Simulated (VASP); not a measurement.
# Al3Cu (Pm-3m) in VASP: notebook

The runs below take Al3Cu through single point, with LDA.

Program: VASP 6.6.1. These are calculated values, not measurements. Logs are shortened: lines on timing, memory, paths and dates and some standing lists are left out, and cuts for length are marked.

### Step 1. The cell of the first run

Symmetry: Pm-3m, No. 221, cubic system. The conventional cell has a = 3.924 Å, b = 3.924 Å, c = 3.924 Å, α = 90.00°, β = 90.00°, γ = 90.00°. Within 3.7 Å of Al (site symmetry 4/mmm) lie 8 Al at 2.77 Å and 4 Cu at 2.77 Å. Within 3.7 Å of Cu (site symmetry m-3m) lie 12 Al at 2.77 Å.

### Step 2. Single point, LDA

The input, INCAR:

```
PREC = Accurate ; ENCUT = 520
EDIFF = 1E-7 ; ISMEAR = 1
SIGMA = 0.15 ; LREAL = False
LASPH = True ; NELM = 60
ALGO = Normal ; ISIF = 2
LWAVE = False ; LCHARG = False
GGA = CA ; NBANDS = 18
```

The input, KPOINTS:

```
regular mesh
0
Gamma
  6 6 6
```

The input, POSCAR:

```
Al3Cu
1.0
    3.9241510000      0.0000000000      0.0000000000
    0.0000000000      3.9241510000      0.0000000000
    0.0000000000      0.0000000000      3.9241510000
Al Cu
3 1
Direct
    0.0000000000      0.5000000000      0.5000000000
    0.5000000000      0.0000000000      0.5000000000
    0.5000000000      0.5000000000      0.0000000000
    0.0000000000      0.0000000000      0.0000000000
```

Potentials or basis: VASP PAW LDA potentials, release 64 (Al, Cu).

Started as:

```bash
$ cat potpaw_LDA.64/Al/POTCAR potpaw_LDA.64/Cu/POTCAR > POTCAR
$ mpirun -np 1 vasp_std > vasp.out
```

OUTCAR:

```text
PREC = Accurate
   ENCUT = 520
   EDIFF = 1E-7
   ISMEAR = 1
   LREAL = False
   LASPH = True
   NELM = 60
   ISIF = 2
   GGA = CA

 ion  position               nearest neighbor table
   1  0.000  0.500  0.500-   2 2.77   3 2.77   4 2.77   3 2.77   4 2.77   2 2.77   4 2.77   4 2.77
                             2 2.77   3 2.77   3 2.77   2 2.77
   2  0.500  0.000  0.500-   1 2.77   3 2.77   4 2.77   3 2.77   4 2.77   1 2.77   3 2.77   3 2.77
                             1 2.77   4 2.77   4 2.77   1 2.77
   3  0.500  0.500  0.000-   1 2.77   2 2.77   4 2.77   1 2.77   2 2.77   2 2.77   4 2.77   2 2.77
                             1 2.77   4 2.77   1 2.77   4 2.77
   4  0.000  0.000  0.000-   1 2.77   2 2.77   3 2.77   1 2.77   2 2.77   1 2.77   3 2.77   1 2.77
                             2 2.77   3 2.77   2 2.77   3 2.77

  LATTYP: Found a simple cubic cell.
 ALAT       =     3.9241510000

  Lattice vectors:

 A1 = (   3.9241510000,   0.0000000000,   0.0000000000)
 A2 = (   0.0000000000,   3.9241510000,   0.0000000000)
 A3 = (   0.0000000000,   0.0000000000,   3.9241510000)

Analysis of symmetry for initial positions (statically):
=====================================================================
 Subroutine PRICEL returns:
 Original cell was already a primitive cell.

 Routine SETGRP: Setting up the symmetry group for a
 simple cubic supercell.

 Subroutine GETGRP returns: Found 48 space group operations
 (whereof 48 operations were pure point group operations)
 out of a pool of 48 trial point group operations.

The static configuration has the point symmetry O_h .

Analysis of symmetry for dynamics (positions and initial velocities):
=====================================================================
 Subroutine PRICEL returns:
 Original cell was already a primitive cell.

 Routine SETGRP: Setting up the symmetry group for a
 simple cubic supercell.

 Subroutine GETGRP returns: Found 48 space group operations
 (whereof 48 operations were pure point group operations)
 out of a pool of 48 trial point group operations.

The dynamic configuration has the point symmetry O_h .

 Subroutine INISYM returns: Found 48 space group operations
 (whereof 48 operations are pure point group operations),
 and found     1 'primitive' translations

----------------------------------------------------------------------------------------

                                     Primitive cell

  volume of cell :      60.4278

  direct lattice vectors                    reciprocal lattice vectors
     3.924151000  0.000000000  0.000000000     0.254832192  0.000000000  0.000000000
     0.000000000  3.924151000  0.000000000     0.000000000  0.254832192  0.000000000
     0.000000000  0.000000000  3.924151000     0.000000000  0.000000000  0.254832192

  length of vectors
     3.924151000  3.924151000  3.924151000     0.254832192  0.254832192  0.254832192

  position of ions in fractional coordinates (direct lattice)
     0.000000000  0.500000000  0.500000000
     0.500000000  0.000000000  0.500000000
     0.500000000  0.500000000  0.000000000
     0.000000000  0.000000000  0.000000000

  ion indices of the primitive-cell ions
   primitive index   ion index
                 1           1
                 2           2
                 3           3
                 4           4

----------------------------------------------------------------------------------------

 KPOINTS: regular mesh

Automatic generation of k-mesh.
 Grid dimensions read from file:
 generate k-points for:    6    6    6

 Generating k-lattice:

  Cartesian coordinates                     Fractional coordinates (reciprocal lattice)
     0.042472032  0.000000000  0.000000000     0.166666667  0.000000000  0.000000000
     0.000000000  0.042472032  0.000000000     0.000000000  0.166666667  0.000000000
     0.000000000  0.000000000  0.042472032     0.000000000  0.000000000  0.166666667

  Length of vectors
     0.042472032  0.042472032  0.042472032

  Shift w.r.t. Gamma in fractional coordinates (k-lattice)
     0.000000000  0.000000000  0.000000000

 Subroutine IBZKPT returns following result:
 ===========================================

 Found     20 irreducible k-points:

 Following reciprocal coordinates:
            Coordinates               Weight
  0.000000  0.000000  0.000000      1.000000
  0.166667  0.000000  0.000000      6.000000
  0.333333  0.000000  0.000000      6.000000
  0.500000  0.000000  0.000000      3.000000
  0.166667  0.166667  0.000000     12.000000
  0.333333  0.166667  0.000000     24.000000
[... 12 lines left out ...]
  0.500000  0.500000  0.333333      6.000000
  0.500000  0.500000  0.500000      1.000000
   k-points           NKPTS =     20   k-points in BZ     NKDIM =     20   number of bands    NBANDS=     18
   number of dos      NEDOS =    301   number of ions     NIONS =      4
   total plane-waves  NPLWV =  27000
   dimension x,y,z NGX =    30 NGY =   30 NGZ =   30
   dimension x,y,z NGXF=    60 NGYF=   60 NGZF=   60
   ions per type =               3   1
   NGX,Y,Z   is equivalent  to a cutoff of  12.71, 12.71, 12.71 a.u.
   NGXF,Y,Z  is equivalent  to a cutoff of  25.42, 25.42, 25.42 a.u.
 SYSTEM =  unknown system
   PREC   = accura    normal or accurate (medium, high low for compatibility)
   ISTART =      0    job   : 0-new  1-cont  2-samecut
   ICHARG =      2    charge: 1-file 2-atom 10-const
   ISPIN  =      1    spin polarized calculation?
   LNONCOLLINEAR =      F non collinear calculations
   LSORBIT =      F    spin-orbit coupling
   LASPH  =      T    aspherical Exc in radial PAW
   ENCUT  =  520.0 eV  38.22 Ry    6.18 a.u.   7.30  7.30  7.30*2*pi/ulx,y,z
   NELM   =     60;   NELMIN=  2; NELMDL= -5     # of ELM steps
   EDIFF  = 0.1E-06   stopping-criterion for ELM
   LREAL  =      F    real-space projection
   EDIFFG = 0.1E-05   stopping-criterion for IOM
   NSW    =      0    number of steps for IOM
   IBRION =     -1    ionic relax: 0-MD 1-quasi-New 2-CG
   NFREE  =      0    steps in history (QN), initial steepest desc. (CG)
   ISIF   =      2    stress and relaxation
   ISYM   =      2    0-nonsym 1-usesym 2-fastsym
   POTIM  = 0.5000    time-step for ionic-motion
   TEBEG  =    0.0;   TEEND  =   0.0 temperature during run
   PSTRESS=    0.0 pullay stress
   NELECT =      20.0000    total number of electrons
   NUPDOWN=      -1.0000    fix difference up-down
   EMIN   =  10.00;   EMAX   =-10.00  energy-range for DOS
   EFERMI =   0.00;   METHOD = LEGACY
   ISMEAR =     1;   SIGMA  =   0.15  broadening in eV -4-tet -1-fermi 0-gaus
   EFERMI_NEDOS =   21; number of points for ismear=-14 and -15
   IALGO  =     38    algorithm
   IMIX   =      4    mixing-type and parameters
     AMIX     =   0.40;   BMIX     =  1.00
     AMIX_MAG =   1.60;   BMIX_MAG =  1.00
  volume/ion in A,a.u.               =      15.11       101.95
  Fermi-wavevector in a.u.,A,eV,Ry     =   1.132415  2.139955 17.447632  1.282365
  Thomas-Fermi vector in A             =   2.269116
   LORBIT       =      0    0 simple, 1 ext, 2 COOP (PROOUT), +10 PAW based schemes
   GGA     = CA    functional components
   LHFCALC =     F    Hartree Fock is set to
   AEXX    =    0.0000 exact exchange contribution
   IVDW    =     0    specifies the selected vdW correction
   LEPSILON=     F    determine dielectric tensor
   LRPA    =     F    only Hartree local field effects (RPA)
 non-spin polarized calculation
 Methfessel and Paxton  Order N= 1 SIGMA  =   0.15
  energy-cutoff  :      520.00
  volume of cell :       60.43
 maximum number of plane-waves:      1647
 NGX is ok and might be reduce to    30
   NGX = 15   NGY = 15   NGZ = 15

 number of electron      20.0000021 magnetization

 Free energy of the ion-electron system (eV)
  ---------------------------------------------------
  ext. energy  EPLUGINS =         0.00000000
  ---------------------------------------------------
  free energy    TOTEN  =       -17.31823877 eV

  energy without entropy =      -17.31653131  energy(sigma->0) =      -17.31766962

 E-fermi :   8.0694     XC(G=0): -10.9410

 val. band max:        8.0277970161   @ k =   0.3333   0.1667   0.0000
 cond. band min:       8.2517352383   @ k =   0.3333   0.1667   0.1667
 fundamental gap:      0.2239382222
 Fermi energy:         8.0694102944

 k-point     1 :       0.0000    0.0000    0.0000
  band No.  band energies     occupation
      1      -3.0690      2.00000
      2       3.7133      2.00000
      3       3.7133      2.00000
      4       4.4080      2.00000
      5       4.4080      2.00000
      6       4.4080      2.00000
[... 10 lines left out ...]
     17      15.0135      0.00000
     18      15.0135      0.00000

 k-point     2 :       0.1667    0.0000    0.0000
  band No.  band energies     occupation
      1      -2.8019      2.00000
      2       3.0395      2.00000
      3       3.7699      2.00000
      4       4.2745      2.00000
      5       4.2745      2.00000
      6       4.4159      2.00000
[... 10 lines left out ...]
     17      15.0808      0.00000
     18      15.0925      0.00000

 k-point     3 :       0.3333    0.0000    0.0000
  band No.  band energies     occupation
      1      -2.0106      2.00000
      2       1.1099      2.00000
      3       3.8857      2.00000
      4       4.0962      2.00000
      5       4.0962      2.00000
      6       4.4317      2.00000
[... 10 lines left out ...]
     17      15.5928      0.00000
     18      15.8575      0.00000

 k-point     4 :       0.5000    0.0000    0.0000
  band No.  band energies     occupation
      1      -0.9296      2.00000
      2      -0.4273      2.00000
      3       3.9451      2.00000
      4       4.0285      2.00000
      5       4.0285      2.00000
      6       4.4396      2.00000
[... 291 lines left out ...]
      4       3.7328      2.00000
      5       3.9687      2.00000
      6       3.9699      2.00000
[... 10 lines left out ...]
     17      18.0319      0.00000
     18      18.4528      0.00000

 k-point    19 :       0.5000    0.5000    0.3333
  band No.  band energies     occupation
      1       1.8037      2.00000
      2       2.3592      2.00000
      3       2.3592      2.00000
      4       3.2264      2.00000
      5       4.1455      2.00000
      6       4.1455      2.00000
[... 10 lines left out ...]
     17      19.0537      0.00000
     18      19.8686      0.00000

 k-point    20 :       0.5000    0.5000    0.5000
  band No.  band energies     occupation
      1       2.7180      2.00000
      2       2.7180      2.00000
      3       2.7180      2.00000
      4       3.1448      2.00000
      5       4.1206      2.00000
      6       4.1206      2.00000
[... 10 lines left out ...]
     17      20.2325      0.00000
     18      20.2343      0.00000

------------------------ aborting loop because EDIFF is reached ----------------------------------------

  FORCE on cell =-STRESS in cart. coord.  units (eV):
  Direction    XX          YY          ZZ          XY          YZ          ZX
  --------------------------------------------------------------------------------------
  -------------------------------------------------------------------------------------
  Total       -1.9181514     -1.9181514     -1.9181514      0.0000000     -0.0000000      0.0000000
  in kB      -50.8576540    -50.8576540    -50.8576540      0.0000000     -0.0000000      0.0000000
  external PRESSURE =     -50.8576540 kB  Pullay stress =       0.0000000 kB

 VOLUME and BASIS-vectors are now :
 -----------------------------------------------------------------------------
  energy-cutoff  :      520.00
  volume of cell :       60.43
      direct lattice vectors                 reciprocal lattice vectors
     3.924151000  0.000000000  0.000000000     0.254832192  0.000000000  0.000000000
     0.000000000  3.924151000  0.000000000     0.000000000  0.254832192  0.000000000
     0.000000000  0.000000000  3.924151000     0.000000000  0.000000000  0.254832192

 POSITION                                       TOTAL-FORCE (eV/Angst)
 -----------------------------------------------------------------------------------
      0.00000      1.96208      1.96208         0.000000      0.000000      0.000000
      1.96208      0.00000      1.96208         0.000000      0.000000      0.000000
      1.96208      1.96208      0.00000         0.000000      0.000000      0.000000
      0.00000      0.00000      0.00000         0.000000      0.000000      0.000000
 -----------------------------------------------------------------------------------
    total drift:                               -0.000000     -0.000000     -0.000000

  FREE ENERGIE OF THE ION-ELECTRON SYSTEM (eV)
  ---------------------------------------------------
  free  energy   TOTEN  =       -17.3182387688 eV

  energy  without entropy=      -17.3165313135  energy(sigma->0) =      -17.31766962
```

It took 42 s on 1 thread of AMD EPYC 7R13 (Zen 3), shared host; peak memory 0.12 GiB.

What came out:

```
Free energy            : -17.3182 eV
Pressure               : -5.1 GPa
Band gap on the k mesh : zero (band 10 reaches 10.26 eV, above the bottom of band 11 at 6.05 eV)
```

(Continued in part 2 of 2.)
